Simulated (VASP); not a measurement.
**Ru: vibrations by perturbation theory with PBEsol**

Crystal: Ru.

```
CELL_PARAMETERS angstrom
2.69169 0.00000 0.00000
-1.34585 2.33107 0.00000
0.00000 0.00000 4.25174
ATOMIC_POSITIONS crystal
Ru 0.33333 0.66667 0.25000
Ru 0.66667 0.33333 0.75000
```

| Item | Value |
| --- | --- |
| Program | VASP 6.6.1 |
| Task | vibrations by perturbation theory |
| Functional | PBEsol |
| Potentials or basis | VASP PAW PBE potentials, release 64 (Ru_pv) |
| Cutoff | 520 eV |
| k mesh | 18 × 18 × 10 |
| Occupations | fermi-dirac, width 0.15 eV |
| Spin | no spin polarisation |
| Dipole correction | no |
| Further INCAR settings | ALGO = Normal; EDIFF = 1e-08; NBANDS = 21; IBRION = 8; NSW = 1 |

The highest phonon frequency at Γ is 263 cm⁻¹.

Phonon frequencies in cm⁻¹ (negative: imaginary):
```csv
q point,frequencies
"(0.000, 0.000, 0.000)",0 0 0 200 200 263
```

Wall time 22 min on 1 thread of Intel Xeon 8259CL, with other jobs on the host, peak memory 1 GiB.
